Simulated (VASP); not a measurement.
# La (P6_3/mmc) in VASP: further runs

Aim: see how the results for La move with the level of theory and the settings. Levels: PBEsol+D4, PBEsol, PBEsol+D3(BJ). Tasks: single point, relaxation of cell and atoms.

Everything below comes from runs of VASP 6.6.1. Logs are shortened: lines on timing, memory, paths and dates and some standing lists are left out, and cuts for length are marked.

**1. The cell of the first run**

The structure is hexagonal, space group P6_3/mmc (No. 194). The conventional cell has a = 3.618 Å, b = 3.618 Å, c = 5.902 Å, α = 90.00°, β = 90.00°, γ = 120.00°. La (site symmetry -6m2) has 12 La at 3.62 Å within 4.8 Å.

**2. Single point, PBEsol+D4**

Contents of INCAR:

```
SYSTEM = La
PREC     = Accurate       ! precision mode
ENCUT    = 520            ! plane-wave cutoff, eV
EDIFF    = 1E-6           ! SCF threshold, eV
ISMEAR   = -1             ! smearing method
SIGMA    = 0.05           ! smearing width, eV
LREAL    = .False.        ! projectors in reciprocal space
LASPH    = .True.         ! aspherical terms in the spheres
NELM     = 60             ! most SCF steps
ALGO     = Normal         ! electronic algorithm
ISIF     = 2              ! what is computed and relaxed
LWAVE    = .False.        ! write WAVECAR
LCHARG   = .True.         ! write CHGCAR
GGA      = PS             ! functional
IVDW     = 13             ! dispersion correction
LELF     = .True.         ! ELF
LVHAR    = .True.       
NBANDS   = 18             ! bands
```

Contents of KPOINTS:

```
Automatic mesh
0
Gamma
  8 8 5
  0 0 0
```

Contents of POSCAR:

```
La
1.0
    3.6180908817      0.0000000000      0.0000000000
   -1.8090454408      3.1333586167      0.0000000000
    0.0000000000      0.0000000000      5.9018116858
La
2
Direct
    0.6666666667      0.3333333333      0.7500000000
    0.3333333333      0.6666666667      0.2500000000
```

Potentials or basis: VASP PAW PBE potentials, release 64 (La).

Launch:

```console
> cat potpaw_PBE.64/La/POTCAR > POTCAR
> mpirun -np 1 vasp_std > vasp.out
```

OUTCAR:

```text
SYSTEM = La
   PREC = Accurate
   ENCUT = 520
   EDIFF = 1E-6
   ISMEAR = -1
   LREAL = .False.
   LASPH = .True.
   NELM = 60
   ISIF = 2
   GGA = PS
   IVDW = 13

 ion  position               nearest neighbor table
   1  0.667  0.333  0.750-   2 3.62   2 3.62   2 3.62   2 3.62   2 3.62   2 3.62
   2  0.333  0.667  0.250-   1 3.62   1 3.62   1 3.62   1 3.62   1 3.62   1 3.62

  LATTYP: Found a hexagonal cell.
 ALAT       =     3.6180908817
 C/A-ratio  =     1.6311949807

  Lattice vectors:

 A1 = (   3.6180908817,   0.0000000000,   0.0000000000)
 A2 = (  -1.8090454408,   3.1333586167,   0.0000000000)
 A3 = (   0.0000000000,   0.0000000000,   5.9018116858)

Analysis of symmetry for initial positions (statically):
=====================================================================
 Subroutine PRICEL returns:
 Original cell was already a primitive cell.

 Routine SETGRP: Setting up the symmetry group for a
 hexagonal supercell.

 Subroutine GETGRP returns: Found 24 space group operations
 (whereof 12 operations were pure point group operations)
 out of a pool of 24 trial point group operations.

The static configuration has the point symmetry D_3d.
 The point group associated with its full space group is D_6h.

Analysis of symmetry for dynamics (positions and initial velocities):
=====================================================================
 Subroutine PRICEL returns:
 Original cell was already a primitive cell.

 Routine SETGRP: Setting up the symmetry group for a
 hexagonal supercell.

 Subroutine GETGRP returns: Found 24 space group operations
 (whereof 12 operations were pure point group operations)
 out of a pool of 24 trial point group operations.

The dynamic configuration has the point symmetry D_3d.
 The point group associated with its full space group is D_6h.

 Subroutine INISYM returns: Found 24 space group operations
 (whereof 12 operations are pure point group operations),
 and found     1 'primitive' translations

----------------------------------------------------------------------------------------

                                     Primitive cell

  volume of cell :      66.9075

  direct lattice vectors                    reciprocal lattice vectors
     3.618090882  0.000000000  0.000000000     0.276388856  0.159573180  0.000000000
    -1.809045441  3.133358617  0.000000000     0.000000000  0.319146361  0.000000000
     0.000000000  0.000000000  5.901811686     0.000000000  0.000000000  0.169439496

  length of vectors
     3.618090882  3.618090882  5.901811686     0.319146361  0.319146361  0.169439496

  position of ions in fractional coordinates (direct lattice)
     0.666666667  0.333333333  0.750000000
     0.333333333  0.666666667  0.250000000

  ion indices of the primitive-cell ions
   primitive index   ion index
                 1           1
                 2           2

----------------------------------------------------------------------------------------

 KPOINTS: Automatic mesh

Automatic generation of k-mesh.
 Grid dimensions read from file:
 generate k-points for:    8    8    5

 Generating k-lattice:

  Cartesian coordinates                     Fractional coordinates (reciprocal lattice)
     0.034548607  0.019946648  0.000000000     0.125000000  0.000000000  0.000000000
     0.000000000  0.039893295  0.000000000     0.000000000  0.125000000  0.000000000
     0.000000000  0.000000000  0.033887899     0.000000000  0.000000000  0.200000000

  Length of vectors
     0.039893295  0.039893295  0.033887899

  Shift w.r.t. Gamma in fractional coordinates (k-lattice)
     0.000000000  0.000000000  0.000000000

 Subroutine IBZKPT returns following result:
 ===========================================

 Found     30 irreducible k-points:

 Following reciprocal coordinates:
            Coordinates               Weight
  0.000000  0.000000  0.000000      1.000000
  0.125000 -0.000000  0.000000      6.000000
  0.250000 -0.000000  0.000000      6.000000
  0.375000  0.000000  0.000000      6.000000
  0.500000 -0.000000  0.000000      3.000000
  0.125000  0.125000  0.000000      6.000000
[... 16 lines left out ...]
  0.250000 -0.000000  0.400000     12.000000
  0.375000  0.000000  0.400000     12.000000
 [... further k-points ...]
   k-points           NKPTS =     30   k-points in BZ     NKDIM =     30   number of bands    NBANDS=     18
   number of dos      NEDOS =    301   number of ions     NIONS =      2
   total plane-waves  NPLWV =  37632
   dimension x,y,z NGX =    28 NGY =   28 NGZ =   48
   dimension x,y,z NGXF=    56 NGYF=   56 NGZF=   96
   ions per type =               2
   NGX,Y,Z   is equivalent  to a cutoff of  12.87, 12.87, 13.52 a.u.
   NGXF,Y,Z  is equivalent  to a cutoff of  25.73, 25.73, 27.04 a.u.
 SYSTEM =  La
   PREC   = accura    normal or accurate (medium, high low for compatibility)
   ISTART =      0    job   : 0-new  1-cont  2-samecut
   ICHARG =      2    charge: 1-file 2-atom 10-const
   ISPIN  =      1    spin polarized calculation?
   LNONCOLLINEAR =      F non collinear calculations
   LSORBIT =      F    spin-orbit coupling
   LASPH  =      T    aspherical Exc in radial PAW
   ENCUT  =  520.0 eV  38.22 Ry    6.18 a.u.   6.73  6.73 10.97*2*pi/ulx,y,z
   NELM   =     60;   NELMIN=  2; NELMDL= -5     # of ELM steps
   EDIFF  = 0.1E-05   stopping-criterion for ELM
   LREAL  =      F    real-space projection
   EDIFFG = 0.1E-04   stopping-criterion for IOM
   NSW    =      0    number of steps for IOM
   IBRION =     -1    ionic relax: 0-MD 1-quasi-New 2-CG
   NFREE  =      0    steps in history (QN), initial steepest desc. (CG)
   ISIF   =      2    stress and relaxation
   ISYM   =      2    0-nonsym 1-usesym 2-fastsym
   POTIM  = 0.5000    time-step for ionic-motion
   TEBEG  =    0.0;   TEEND  =   0.0 temperature during run
   PSTRESS=    0.0 pullay stress
   NELECT =      22.0000    total number of electrons
   NUPDOWN=      -1.0000    fix difference up-down
   EMIN   =  10.00;   EMAX   =-10.00  energy-range for DOS
   EFERMI =   0.00;   METHOD = LEGACY
   ISMEAR =    -1;   SIGMA  =   0.05  broadening in eV -4-tet -1-fermi 0-gaus
   EFERMI_NEDOS =   21; number of points for ismear=-14 and -15
   IALGO  =     38    algorithm
   IMIX   =      4    mixing-type and parameters
     AMIX     =   0.40;   BMIX     =  1.00
     AMIX_MAG =   1.60;   BMIX_MAG =  1.00
  volume/ion in A,a.u.               =      33.45       225.76
  Fermi-wavevector in a.u.,A,eV,Ry     =   1.129945  2.135287 17.371597  1.276776
  Thomas-Fermi vector in A             =   2.266640
   LORBIT       =      0    0 simple, 1 ext, 2 COOP (PROOUT), +10 PAW based schemes
   GGA     = PS    functional components
   LHFCALC =     F    Hartree Fock is set to
   AEXX    =    0.0000 exact exchange contribution
   IVDW    =    13    specifies the selected vdW correction
   LEPSILON=     F    determine dielectric tensor
   LRPA    =     F    only Hartree local field effects (RPA)
 non-spin polarized calculation
  energy-cutoff  :      520.00
  volume of cell :       66.91
 maximum number of plane-waves:      1822
 NGX is ok and might be reduce to    28
   NGX = 13   NGY = 13   NGZ = 21

 number of electron      22.0000000 magnetization

 Free energy of the ion-electron system (eV)
  ---------------------------------------------------
  ext. energy  EPLUGINS =         0.00000000
  ---------------------------------------------------
  free energy    TOTEN  =       -10.60815208 eV

  energy without entropy =      -10.57301841  energy(sigma->0) =      -10.59058525

 E-fermi :   8.7624     XC(G=0): -10.1194

 val. band max:        8.7559100183   @ k =   0.3750   0.1250   0.4000
 cond. band min:       8.8128330051   @ k =   0.1250   0.1250   0.4000
 fundamental gap:      0.0569229868
 Fermi energy:         8.7623670764

 k-point     1 :       0.0000    0.0000    0.0000
  band No.  band energies     occupation
      1     -23.9544      2.00000
      2     -23.6569      2.00000
      3      -8.5271      2.00000
      4      -6.8813      2.00000
      5      -6.8813      2.00000
      6      -6.6410      2.00000
[... 10 lines left out ...]
     17      10.6395      0.00000
     18      10.7919      0.00000

 k-point     2 :       0.1250   -0.0000    0.0000
  band No.  band energies     occupation
      1     -23.9171      2.00000
      2     -23.6384      2.00000
      3      -8.4412      2.00000
      4      -7.1184      2.00000
      5      -6.9531      2.00000
      6      -6.8802      2.00000
[... 10 lines left out ...]
     17      10.5949      0.00000
     18      10.6923      0.00000

 k-point     3 :       0.2500   -0.0000    0.0000
  band No.  band energies     occupation
      1     -23.8218      2.00000
      2     -23.5970      2.00000
      3      -8.2060      2.00000
      4      -7.6610      2.00000
      5      -7.4020      2.00000
      6      -7.1111      2.00000
[... 10 lines left out ...]
     17      10.7578      0.00000
     18      10.8348      0.00000

 k-point     4 :       0.3750    0.0000    0.0000
  band No.  band energies     occupation
      1     -23.7135      2.00000
      2     -23.5655      2.00000
      3      -8.1646      2.00000
      4      -7.8963      2.00000
      5      -7.8683      2.00000
      6      -7.2554      2.00000
[... 10 lines left out ...]
     17      10.8029      0.00000
     18      10.9227      0.00000

 k-point     5 :       0.5000   -0.0000    0.0000
  band No.  band energies     occupation
      1     -23.6589      2.00000
      2     -23.5612      2.00000
      3      -8.3629      2.00000
      4      -8.0497      2.00000
      5      -7.7074      2.00000
      6      -7.3123      2.00000
[... 10 lines left out ...]
     17      10.9184      0.00000
     18      10.9421      0.00000

 k-point     6 :       0.1250    0.1250    0.0000
  band No.  band energies     occupation
      1     -23.8507      2.00000
      2     -23.6085      2.00000
      3      -8.2802      2.00000
      4      -7.4306      2.00000
      5      -7.3446      2.00000
      6      -7.0072      2.00000
[... 10 lines left out ...]
     17      10.8297      0.00000
     18      10.8481      0.00000

 k-point     7 :       0.2500    0.1250    0.0000
  band No.  band energies     occupation
      1     -23.7477      2.00000
      2     -23.5727      2.00000
      3      -8.0020      2.00000
      4      -7.9141      2.00000
      5      -7.7339      2.00000
      6      -7.2434      2.00000
[... 10 lines left out ...]
     17      10.8726      0.00000
     18      10.8859      0.00000

 k-point     8 :       0.3750    0.1250    0.0000
  band No.  band energies     occupation
      1     -23.6599      2.00000
      2     -23.5604      2.00000
      3      -8.2552      2.00000
      4      -7.9620      2.00000
      5      -7.7149      2.00000
      6      -7.4227      2.00000
[... 10 lines left out ...]
     17      10.8497      0.00000
     18      10.9183      0.00000
[... 229 lines left out ...]
     17      10.9130      0.00000
     18      10.9793      0.00000

 k-point    20 :       0.3750    0.2500    0.2000
  band No.  band energies     occupation
      1     -23.6059      2.00000
      2     -23.5726      2.00000
      3      -8.1750      2.00000
      4      -7.9923      2.00000
      5      -7.8191      2.00000
      6      -7.4492      2.00000
[... 10 lines left out ...]
     17      10.7773      0.00000
     18      10.8192      0.00000

 k-point    21 :       0.0000    0.0000    0.4000
  band No.  band energies     occupation
      1     -23.8547      2.00000
      2     -23.7629      2.00000
      3      -7.9383      2.00000
      4      -7.3623      2.00000
      5      -6.7997      2.00000
      6      -6.7997      2.00000
[... 10 lines left out ...]
     17      10.3561      0.00000
     18      10.7132      0.00000

 k-point    22 :       0.1250   -0.0000    0.4000
  band No.  band energies     occupation
      1     -23.8235      2.00000
      2     -23.7375      2.00000
      3      -7.9270      2.00000
      4      -7.4368      2.00000
      5      -6.9861      2.00000
      6      -6.8642      2.00000
[... 10 lines left out ...]
     17      10.7408      0.00000
     18      10.8008      0.00000

 k-point    23 :       0.2500   -0.0000    0.4000
  band No.  band energies     occupation
      1     -23.7458      2.00000
      2     -23.6763      2.00000
      3      -8.0125      2.00000
      4      -7.7796      2.00000
      5      -7.2745      2.00000
      6      -7.0068      2.00000
[... 10 lines left out ...]
     17      10.7215      0.00000
     18      10.7910      0.00000

 k-point    24 :       0.3750    0.0000    0.4000
  band No.  band energies     occupation
      1     -23.6628      2.00000
      2     -23.6171      2.00000
      3      -8.3123      2.00000
      4      -8.1963      2.00000
      5      -7.2931      2.00000
      6      -7.1177      2.00000
[... 10 lines left out ...]
     17      10.7814      0.00000
     18      10.8418      0.00000

 [... further k-points ...]

------------------------ aborting loop because EDIFF is reached ----------------------------------------

  DFT-D4 for vdW energy calculation

  Edisp (eV):   -0.38160

  FORCE on cell =-STRESS in cart. coord.  units (eV):
  Direction    XX          YY          ZZ          XY          YZ          ZX
  --------------------------------------------------------------------------------------
  -------------------------------------------------------------------------------------
  Total       0.03403     0.03403     0.04590     0.00000     0.00000    -0.00000
  in kB       0.81494     0.81494     1.09913     0.00000     0.00000    -0.00000
  external pressure =        0.91 kB  Pullay stress =        0.00 kB

 VOLUME and BASIS-vectors are now :
 -----------------------------------------------------------------------------
  energy-cutoff  :      520.00
  volume of cell :       66.91
      direct lattice vectors                 reciprocal lattice vectors
     3.618090882  0.000000000  0.000000000     0.276388856  0.159573180  0.000000000
    -1.809045441  3.133358617  0.000000000     0.000000000  0.319146361  0.000000000
     0.000000000  0.000000000  5.901811686     0.000000000  0.000000000  0.169439496

 POSITION                                       TOTAL-FORCE (eV/Angst)
 -----------------------------------------------------------------------------------
      1.80905      1.04445      4.42636         0.000000     -0.000000      0.000000
     -0.00000      2.08891      1.47545         0.000000      0.000000      0.000000
 -----------------------------------------------------------------------------------
    total drift:                               -0.000000      0.000000     -0.000000

  FREE ENERGIE OF THE ION-ELECTRON SYSTEM (eV)
  ---------------------------------------------------
  free  energy   TOTEN  =       -10.9897545725 eV

  energy  without entropy=      -10.9546208981  energy(sigma->0) =      -10.97218774
```

Run time: 25 s. Hardware: 1 thread of AMD EPYC 9R45 (Zen 5), shared host; peak memory 0.17 GiB.

Results:

| Item | Value |
| --- | --- |
| Free energy | -10.9898 eV |
| Pressure | 0.1 GPa |
| Band gap on the k mesh | zero (band 11 reaches 9.86 eV, above the bottom of band 12 at 8.42 eV) |
| Dispersion energy per atom | -0.191 eV |

Caveat: the PAW data sets were made with another functional, which shifts forces and pressure a little; spin-orbit coupling is left out, which moves the levels of the heavy elements; pairwise dispersion overbinds metals, which lowers pressure and volume.

**3. Single point, PBEsol**

This run uses another cell than the first one, of 34.77 Å³/atom, 1.039 times its volume.

Contents of INCAR:

```
  PREC = Accurate
  ENCUT = 520
  EDIFF = 1E-6
  ISMEAR = -1
  SIGMA = 0.05
  LREAL = False
  LASPH = True
  NELM = 100
  ALGO = Fast
  ISIF = 2
  LWAVE = False
  LCHARG = True
  GGA = PS
  LELF = True
  LVHAR = True
  NBANDS = 18
```

Contents of KPOINTS:

```
Automatic mesh
0
Gamma
  8 8 5
```

Contents of POSCAR:

```
La
1.0
    3.6808893241      0.0000000000      0.0000000000
   -1.8404446620      3.1877436632      0.0000000000
    0.0000000000      0.0000000000      5.9261187620
La
2
Direct
    0.6666666667      0.3333333333      0.7500000000
    0.3333333333      0.6666666667      0.2500000000
```

Potentials or basis: VASP PAW PBE potentials, release 64 (La).

Launch:

```console
> cat potpaw_PBE.64/La/POTCAR > POTCAR
> mpirun -np 1 vasp_std > vasp.out
```

It took 1.8 min on 1 thread of AMD EPYC 9R45 (Zen 5), shared host; peak memory 0.18 GiB.

The run converged. Its results:

- Free energy: -10.6164 eV
- Pressure: 0.1 GPa
- Band gap on the k mesh: zero (band 11 reaches 9.51 eV, above the bottom of band 12 at 8.12 eV)

Stress tensor (GPa, compression positive):
```
0.05 0.00 0.00
0.00 0.05 0.00
0.00 0.00 0.14
```

Levels at points of the mesh, in eV from the Fermi level:
```csv
k point,band 8,band 9,band 10,band 11,band 12,band 13,band 14,band 15
"(0.00, 0.00, 0.00)",-15.52,-3.19,-1.87,1.14,1.35,1.35,1.65,1.77
"(0.50, 0.00, 0.00)",-15.75,-1.77,-1.25,-1.19,1.22,1.40,1.46,1.59
```

Caveat: the PAW data sets were made with another functional, which shifts forces and pressure a little; spin-orbit coupling is left out, which moves the levels of the heavy elements.

**4. Single point, PBEsol+D3(BJ)**

This run uses another cell than the first one, of 36.96 Å³/atom, 1.105 times its volume.

Contents of INCAR:

```
SYSTEM = La
PREC = Accurate ; ENCUT = 520
EDIFF = 1E-7 ; ISMEAR = -1
SIGMA = 0.05 ; LREAL = .FALSE.
LASPH = .TRUE. ; NELM = 80
ALGO = Normal ; ISIF = 2
LWAVE = .FALSE. ; LCHARG = .FALSE.
GGA = PS ; IVDW = 12
NBANDS = 18
```

Contents of KPOINTS:

```
regular mesh
0
G
  8 8 5
  0 0 0
```

Contents of POSCAR:

```
La
1.0
    3.7500000000      0.0000000000      0.0000000000
   -1.8750000000      3.2475952642      0.0000000000
    0.0000000000      0.0000000000      6.0700000000
La
2
Direct
    0.6666666667      0.3333333333      0.7500000000
    0.3333333333      0.6666666667      0.2500000000
```

Launch:

```console
> cat potpaw_PBE.64/La/POTCAR > POTCAR
> mpirun -np 1 vasp_std > vasp.out
```

It took 28 s on 1 thread of AMD EPYC 9R45 (Zen 5), shared host; peak memory 0.18 GiB.

Results (log left out):

```
Free energy                : -11.6044 eV
Pressure                   : -3.7 GPa
Band gap on the k mesh     : zero (band 11 reaches 8.87 eV, above the bottom of band 12 at 7.56 eV)
Dispersion energy per atom : -0.504 eV
```

Stress tensor (GPa, compression positive):
```
-3.58  0.00  0.00
 0.00 -3.58  0.00
 0.00  0.00 -3.88
```

Levels at points of the mesh, in eV from the Fermi level:
```tsv
k point	band 7	band 8	band 9	band 10	band 11	band 12	band 13	band 14	band 15	band 16
(0.00, 0.00, 0.00)	-15.76	-15.73	-3.24	-1.79	1.11	1.33	1.33	1.57	1.66	1.69
(0.50, 0.00, 0.00)	-16.09	-15.93	-1.61	-1.19	-1.15	1.21	1.23	1.32	1.52	1.89
```

Caveat: three body term missing; the PAW data sets were made with another functional, which shifts forces and pressure a little; spin-orbit coupling is left out, which moves the levels of the heavy elements; pairwise dispersion overbinds metals, which lowers pressure and volume.

(Part 1 of 2 ends here.)
